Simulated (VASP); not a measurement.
# KMgH3 (P4/mmm) in VASP: further runs

Runs on KMgH3. Level: LDA. Tasks: single point.

Program: VASP 6.6.1. These are calculated values, not measurements. Logs are shortened: lines on timing, memory, paths and dates and some standing lists are left out, and cuts for length are marked.

### Step 1. The cell of the first run

The structure is tetragonal, space group P4/mmm (No. 123). The conventional cell has a = 3.924 Å, b = 3.924 Å, c = 4.226 Å, α = 90.00°, β = 90.00°, γ = 90.00°. Within 3.7 Å of K (site symmetry 4/mmm) lie 12 H at 2.77 to 2.88 Å and 8 Mg at 3.49 Å. Within 2.6 Å of Mg (site symmetry 4/mmm) lie 6 H at 1.96 to 2.11 Å. H (site symmetry mmm) has 2 Mg at 1.96 Å within 2.6 Å. H (site symmetry 4/mmm) has 2 Mg at 2.11 Å and 4 K at 2.77 Å within 2.8 Å.

### Step 2. Single point, LDA (strain -0.025 along x and y, +0.050 along z)

File INCAR:

```
SYSTEM = KMgH3
PREC     = Accurate       ! precision mode
ENCUT    = 520            ! plane-wave cutoff, eV
EDIFF    = 1E-6           ! SCF threshold, eV
ISMEAR   = 0              ! smearing method
SIGMA    = 0.05           ! smearing width, eV
LREAL    = .FALSE.        ! projectors in reciprocal space
LASPH    = .TRUE.         ! aspherical terms in the spheres
NELM     = 80             ! most SCF steps
ALGO     = Normal         ! electronic algorithm
ISIF     = 2              ! what is computed and relaxed
LWAVE    = .FALSE.        ! write WAVECAR
LCHARG   = .TRUE.         ! write CHGCAR
LELF     = .TRUE.         ! ELF
LVHAR    = .TRUE.       
NBANDS   = 15             ! bands
```

File KPOINTS:

```
Automatic mesh
0
G
  8 8 8
  0 0 0
```

File POSCAR:

```
KMgH3
1.0
    3.9243750000      0.0000000000      0.0000000000
    0.0000000000      3.9243750000      0.0000000000
    0.0000000000      0.0000000000      4.2262500000
K Mg H
1 1 3
Direct
    0.0000000000      0.0000000000      0.0000000000
    0.5000000000      0.5000000000      0.5000000000
    0.0000000000      0.5000000000      0.5000000000
    0.5000000000      0.0000000000      0.5000000000
    0.5000000000      0.5000000000      0.0000000000
```

Potentials or basis: VASP PAW LDA potentials, release 64 (K_sv, Mg, H).

Command:

```console
$ cat potpaw_LDA.64/K_sv/POTCAR potpaw_LDA.64/Mg/POTCAR potpaw_LDA.64/H/POTCAR > POTCAR
$ mpirun -np 1 vasp_std > vasp.out
```

OUTCAR:

```text
SYSTEM = KMgH3
   PREC = Accurate
   ENCUT = 520
   EDIFF = 1E-6
   ISMEAR = 0
   LREAL = .FALSE.
   LASPH = .TRUE.
   NELM = 80
   ISIF = 2

 ion  position               nearest neighbor table
   1  0.000  0.000  0.000-   2 3.49   2 3.49   2 3.49   2 3.49   2 3.49   2 3.49   2 3.49   2 3.49

   2  0.500  0.500  0.500-   3 1.96   4 1.96   4 1.96   3 1.96   5 2.11   5 2.11   1 3.49   1 3.49
                             1 3.49   1 3.49   1 3.49   1 3.49   1 3.49   1 3.49
   3  0.000  0.500  0.500-   2 1.96   2 1.96
   4  0.500  0.000  0.500-   2 1.96   2 1.96
   5  0.500  0.500  0.000-   2 2.11   2 2.11

  LATTYP: Found a simple tetragonal cell.
 ALAT       =     3.9243750000
 C/A-ratio  =     1.0769230769

  Lattice vectors:

 A1 = (   3.9243750000,   0.0000000000,   0.0000000000)
 A2 = (   0.0000000000,   3.9243750000,   0.0000000000)
 A3 = (   0.0000000000,   0.0000000000,   4.2262500000)

Analysis of symmetry for initial positions (statically):
=====================================================================
 Subroutine PRICEL returns:
 Original cell was already a primitive cell.

 Routine SETGRP: Setting up the symmetry group for a
 simple tetragonal supercell.

 Subroutine GETGRP returns: Found 16 space group operations
 (whereof 16 operations were pure point group operations)
 out of a pool of 16 trial point group operations.

The static configuration has the point symmetry D_4h.

Analysis of symmetry for dynamics (positions and initial velocities):
=====================================================================
 Subroutine PRICEL returns:
 Original cell was already a primitive cell.

 Routine SETGRP: Setting up the symmetry group for a
 simple tetragonal supercell.

 Subroutine GETGRP returns: Found 16 space group operations
 (whereof 16 operations were pure point group operations)
 out of a pool of 16 trial point group operations.

The dynamic configuration has the point symmetry D_4h.

 Subroutine INISYM returns: Found 16 space group operations
 (whereof 16 operations are pure point group operations),
 and found     1 'primitive' translations

----------------------------------------------------------------------------------------

                                     Primitive cell

  volume of cell :      65.0873

  direct lattice vectors                    reciprocal lattice vectors
     3.924375000  0.000000000  0.000000000     0.254817646  0.000000000  0.000000000
     0.000000000  3.924375000  0.000000000     0.000000000  0.254817646  0.000000000
[... 103 lines left out ...]
   NUPDOWN=      -1.0000    fix difference up-down
   EMIN   =  10.00;   EMAX   =-10.00  energy-range for DOS
   EFERMI =   0.00;   METHOD = LEGACY
   ISMEAR =     0;   SIGMA  =   0.05  broadening in eV -4-tet -1-fermi 0-gaus
   EFERMI_NEDOS =   21; number of points for ismear=-14 and -15
   IALGO  =     38    algorithm
   IMIX   =      4    mixing-type and parameters
     AMIX     =   0.40;   BMIX     =  1.00
     AMIX_MAG =   1.60;   BMIX_MAG =  1.00
  volume/ion in A,a.u.               =      13.02        87.85
  Fermi-wavevector in a.u.,A,eV,Ry     =   0.980887  1.853607 13.090688  0.962138
  Thomas-Fermi vector in A             =   2.111851
   LORBIT       =      0    0 simple, 1 ext, 2 COOP (PROOUT), +10 PAW based schemes
   GGA     = CA    functional components
   LHFCALC =     F    Hartree Fock is set to
   AEXX    =    0.0000 exact exchange contribution
   IVDW    =     0    specifies the selected vdW correction
   LEPSILON=     F    determine dielectric tensor
   LRPA    =     F    only Hartree local field effects (RPA)
 non-spin polarized calculation
 Gauss-broadening in eV      SIGMA  =   0.05
  energy-cutoff  :      520.00
  volume of cell :       65.09
 maximum number of plane-waves:      1770
 NGX is ok and might be reduce to    30
   NGX = 15   NGY = 15   NGZ = 15

 number of electron      13.9999996 magnetization

 Free energy of the ion-electron system (eV)
  ---------------------------------------------------
  ext. energy  EPLUGINS =         0.00000000
  ---------------------------------------------------
  free energy    TOTEN  =       -15.05622008 eV

  energy without entropy =      -15.05622008  energy(sigma->0) =      -15.05622008

 E-fermi :  -0.0248     XC(G=0):  -8.8162

 val. band max:       -0.2478116152   @ k =   0.0000   0.0000   0.5000
 cond. band min:       1.8031169736   @ k =   0.5000   0.5000   0.5000
 fundamental gap:      2.0509285889
 Fermi energy:        -0.0247595050

 k-point     1 :       0.0000    0.0000    0.0000
  band No.  band energies     occupation
      1     -29.0038      2.00000
      2     -12.7391      2.00000
      3     -12.6781      2.00000
      4     -12.6781      2.00000
      5      -5.9299      2.00000
      6      -0.9516      2.00000
      7      -0.6271      2.00000
      8       4.5279      0.00000
      9       5.5842      0.00000
     10       5.5842      0.00000
     11       7.1422      0.00000
     12       8.0155      0.00000
     13       8.3277      0.00000
     14       8.3277      0.00000
[... 401 lines left out ...]
      2     -12.9665      2.00000
      3     -12.7282      2.00000
      4     -12.6876      2.00000
      5      -3.9324      2.00000
      6      -3.0054      2.00000
      7      -0.7769      2.00000
      8       4.2825      0.00000
      9       5.0773      0.00000
     10       5.6539      0.00000
     11       5.7294      0.00000
     12       8.0531      0.00000
     13       8.2522      0.00000
     14       9.2380      0.00000
     15      10.0136      0.00000

 [... further k-points ...]
[... 5 lines left out ...]
  --------------------------------------------------------------------------------------
  -------------------------------------------------------------------------------------
  Total       -0.7397843     -0.7397843     -2.0983162      0.0000000      0.0000000      0.0000000
  in kB      -18.2104002    -18.2104002    -51.6517836      0.0000000      0.0000000      0.0000000
  external PRESSURE =     -29.3575280 kB  Pullay stress =       0.0000000 kB

 VOLUME and BASIS-vectors are now :
 -----------------------------------------------------------------------------
  energy-cutoff  :      520.00
  volume of cell :       65.09
      direct lattice vectors                 reciprocal lattice vectors
     3.924375000  0.000000000  0.000000000     0.254817646  0.000000000  0.000000000
     0.000000000  3.924375000  0.000000000     0.000000000  0.254817646  0.000000000
     0.000000000  0.000000000  4.226250000     0.000000000  0.000000000  0.236616386

 POSITION                                       TOTAL-FORCE (eV/Angst)
 -----------------------------------------------------------------------------------
      0.00000      0.00000      0.00000         0.000000      0.000000      0.000000
      1.96219      1.96219      2.11313         0.000000      0.000000      0.000000
      0.00000      1.96219      2.11313         0.000000      0.000000      0.000000
      1.96219      0.00000      2.11313         0.000000      0.000000      0.000000
      1.96219      1.96219      0.00000         0.000000      0.000000      0.000000
 -----------------------------------------------------------------------------------
    total drift:                                0.000000      0.000000     -0.000000

  FREE ENERGIE OF THE ION-ELECTRON SYSTEM (eV)
  ---------------------------------------------------
  free  energy   TOTEN  =       -15.0562200759 eV

  energy  without entropy=      -15.0562200759  energy(sigma->0) =      -15.05622008
```

OSZICAR:

```text
N       E                     dE             d eps       ncg     rms          rms(c)
DAV:   1     0.548385162234E+02    0.54839E+02   -0.58752E+03  2250   0.817E+02
DAV:   2    -0.130621419292E+02   -0.67901E+02   -0.63292E+02  2894   0.212E+02
DAV:   3    -0.160861209426E+02   -0.30240E+01   -0.30130E+01  3276   0.335E+01
DAV:   4    -0.161872606525E+02   -0.10114E+00   -0.10112E+00  3007   0.554E+00
DAV:   5    -0.161894443619E+02   -0.21837E-02   -0.21837E-02  3377   0.685E-01    0.621E+00
DAV:   6    -0.153277601156E+02    0.86168E+00   -0.43073E-01  2936   0.366E+00    0.394E+00
DAV:   7    -0.150506334557E+02    0.27713E+00   -0.61333E-01  3041   0.378E+00    0.173E+00
DAV:   8    -0.150569177609E+02   -0.62843E-02   -0.60036E-02  2728   0.175E+00    0.457E-01
DAV:   9    -0.150561225799E+02    0.79518E-03   -0.19327E-03  3459   0.333E-01    0.129E-01
DAV:  10    -0.150562413792E+02   -0.11880E-03   -0.30325E-04  3052   0.100E-01    0.403E-02
DAV:  11    -0.150562196292E+02    0.21750E-04   -0.32955E-05  3251   0.363E-02    0.545E-03
DAV:  12    -0.150562200759E+02   -0.44667E-06   -0.36484E-06  2661   0.973E-03
   1 F= -.15056220E+02 E0= -.15056220E+02  d E =-.125398E-12
```

stdout:

```text
POSCAR found type information on POSCAR K MgH
 POSCAR found :  3 types and       5 ions
 scaLAPACK will be used
 LDA part: xc-table for (Slater(with rela. corr.)+CA(PZ))
 , standard interpolation
 POSCAR, INCAR and KPOINTS ok, starting setup
 FFT: planning ... GRIDC
 FFT: planning ... GRID_SOFT
 FFT: planning ... GRID
 WAVECAR not read
 entering main loop
```

Run time: 79 s. Hardware: 1 thread of Intel Xeon 8259CL, shared host; peak memory 0.21 GiB.

What came out:

- Free energy: -15.0562 eV
- Pressure: -2.9 GPa
- Band gap on the k mesh: 2.05 eV, indirect (least direct gap 4.11 eV)

Stress tensor (GPa, compression positive):
```
-1.82  0.00  0.00
 0.00 -1.82  0.00
 0.00  0.00 -5.17
```

Caveat: the cell differs from its parent crystal (strain -0.025 along x and y, +0.050 along z). A k mesh can miss the band edges.

### Step 3. Single point, LDA (strain +0.025 along x and y, -0.050 along z)

File INCAR:

```
ALGO = Normal
EDIFF = 1E-6
ENCUT = 520
ISIF = 2
ISMEAR = 0
LASPH = True
LCHARG = False
LREAL = False
LWAVE = False
NBANDS = 15
NELM = 80
PREC = Accurate
SIGMA = 0.05
```

File KPOINTS:

```
k-points
0
Gamma
  8 8 8
```

POSCAR, as its differences from that of step 2:

```diff
@@ -2,5 +2,5 @@
 1.0
-    3.9243750000      0.0000000000      0.0000000000
-    0.0000000000      3.9243750000      0.0000000000
-    0.0000000000      0.0000000000      4.2262500000
+    4.1256250000      0.0000000000      0.0000000000
+    0.0000000000      4.1256250000      0.0000000000
+    0.0000000000      0.0000000000      3.8237500000
 K Mg H
```

Potentials or basis: VASP PAW LDA potentials, release 64 (K_sv, Mg, H).

Command:

```console
$ cat potpaw_LDA.64/K_sv/POTCAR potpaw_LDA.64/Mg/POTCAR potpaw_LDA.64/H/POTCAR > POTCAR
$ mpirun -np 1 vasp_std > vasp.out
```

Run time: 66 s. Hardware: 1 thread of Intel Xeon 8259CL, shared host; peak memory 0.21 GiB.

Results (log left out):

| Quantity | Value |
| --- | --- |
| Free energy | -15.0527 eV |
| Pressure | -2.9 GPa |
| Band gap on the k mesh | 2.09 eV, indirect (least direct gap 4.16 eV) |

Stress tensor (GPa, compression positive):
```
-4.16  0.00  0.00
 0.00 -4.16  0.00
 0.00  0.00 -0.46
```

Levels at points of the mesh, in eV from the valence-band top:
```
           k point  band 3  band 4  band 5  band 6  band 7  band 8  band 9  band 10  band 11  band 12
(0.00, 0.00, 0.00)  -12.44  -12.37   -5.65   -0.65   -0.37    5.13    5.13     6.30     7.40     8.34
(0.50, 0.00, 0.00)  -12.42  -12.36   -4.10   -2.86    0.00    4.66    5.49     5.74     7.46     8.51
(0.50, 0.50, 0.00)  -12.61  -12.34   -3.32   -1.98   -1.98    3.23    6.22     7.10     7.10     8.23
(0.00, 0.00, 0.50)  -12.40  -12.40   -3.62   -2.95   -0.01    4.85    4.85     5.55     7.06     8.59
(0.50, 0.00, 0.50)  -12.58  -12.38   -2.86   -2.21   -1.81    3.29    5.90     6.27     6.46     7.38
(0.50, 0.50, 0.50)  -12.54  -12.54   -2.32   -2.08   -2.08    2.09    5.27     5.27     5.60     9.70
```

Caveat: the cell differs from its parent crystal (strain +0.025 along x and y, -0.050 along z). A k mesh can miss the band edges.

### Step 4. Single point, LDA (strain +0.050 along x and y, -0.050 along z)

File INCAR:

```
SYSTEM = KMgH3
ALGO     = Normal         ! electronic algorithm
EDIFF    = 1E-6           ! SCF threshold, eV
ENCUT    = 520            ! plane-wave cutoff, eV
GGA      = CA             ! functional
ISIF     = 2              ! what is computed and relaxed
ISMEAR   = 0              ! smearing method
LASPH    = .True.         ! aspherical terms in the spheres
LCHARG   = .True.         ! write CHGCAR
LELF     = .True.         ! ELF
LREAL    = .False.        ! projectors in reciprocal space
LVHAR    = .True.       
LWAVE    = .False.        ! write WAVECAR
NBANDS   = 15             ! bands
NELM     = 100            ! most SCF steps
PREC     = Accurate       ! precision mode
SIGMA    = 0.05           ! smearing width, eV
```

File KPOINTS:

```
k-points
0
Gamma
  8 8 8
  0 0 0
```

POSCAR, as its differences from that of step 3:

```diff
@@ -2,4 +2,4 @@
 1.0
-    4.1256250000      0.0000000000      0.0000000000
-    0.0000000000      4.1256250000      0.0000000000
+    4.2262500000      0.0000000000      0.0000000000
+    0.0000000000      4.2262500000      0.0000000000
     0.0000000000      0.0000000000      3.8237500000
```

Command:

```console
$ cat potpaw_LDA.64/K_sv/POTCAR potpaw_LDA.64/Mg/POTCAR potpaw_LDA.64/H/POTCAR > POTCAR
$ mpirun -np 1 vasp_std > vasp.out
```

Wall time 68 s (1 thread of Intel Xeon 8259CL, shared host); peak memory 0.21 GiB.

Results (log left out):

```yaml
Free_energy: -14.9567 eV
Pressure: -4.1 GPa
Band_gap_on_the_k_mesh: 1.96 eV, indirect (least direct gap 3.91 eV)
```

Stress tensor (GPa, compression positive):
```
-5.52  0.00  0.00
 0.00 -5.52  0.00
 0.00  0.00 -1.28
```

Levels at points of the mesh, in eV from the valence-band top:
| k point | band 4 | band 5 | band 6 | band 7 | band 8 | band 9 | band 10 | band 11 |
| --- | --- | --- | --- | --- | --- | --- | --- | --- |
| (0.00, 0.00, 0.00) | -12.42 | -5.49 | -0.64 | -0.32 | 4.87 | 4.87 | 6.37 | 7.17 |
| (0.50, 0.00, 0.00) | -12.41 | -4.08 | -2.75 | -0.01 | 4.48 | 5.45 | 5.87 | 7.24 |
| (0.50, 0.50, 0.00) | -12.40 | -3.33 | -1.93 | -1.93 | 3.18 | 6.01 | 7.21 | 7.21 |
| (0.00, 0.00, 0.50) | -12.47 | -3.46 | -2.87 | 0.00 | 4.74 | 4.74 | 5.56 | 6.72 |
| (0.50, 0.00, 0.50) | -12.45 | -2.71 | -2.23 | -1.71 | 3.29 | 5.59 | 6.14 | 6.39 |
| (0.50, 0.50, 0.50) | -12.57 | -2.30 | -1.95 | -1.95 | 1.96 | 5.12 | 5.12 | 5.52 |

Caveat: the cell differs from its parent crystal (strain +0.050 along x and y, -0.050 along z). A k mesh can miss the band edges.

### Step 5. Overview

```csv
cell,gap on the mesh (eV),pressure (GPa)
"a = 3.924, b = 3.924, c = 4.226 Å, 5 atoms",2.05,-2.9
"a = 4.126, b = 4.126, c = 3.824 Å, 5 atoms",2.09,-2.9
"a = 4.226, b = 4.226, c = 3.824 Å, 5 atoms",1.96,-4.1
```

Alike in all rows: task single point; level LDA; potentials or basis VASP PAW LDA potentials, release 64 (K_sv, Mg, H); no spin polarisation; k mesh 8 × 8 × 8; cutoff (eV) 520; smearing gaussian 0.05 eV.

Total energies depend on the potentials used, so only differences within one code and one set of settings carry meaning.
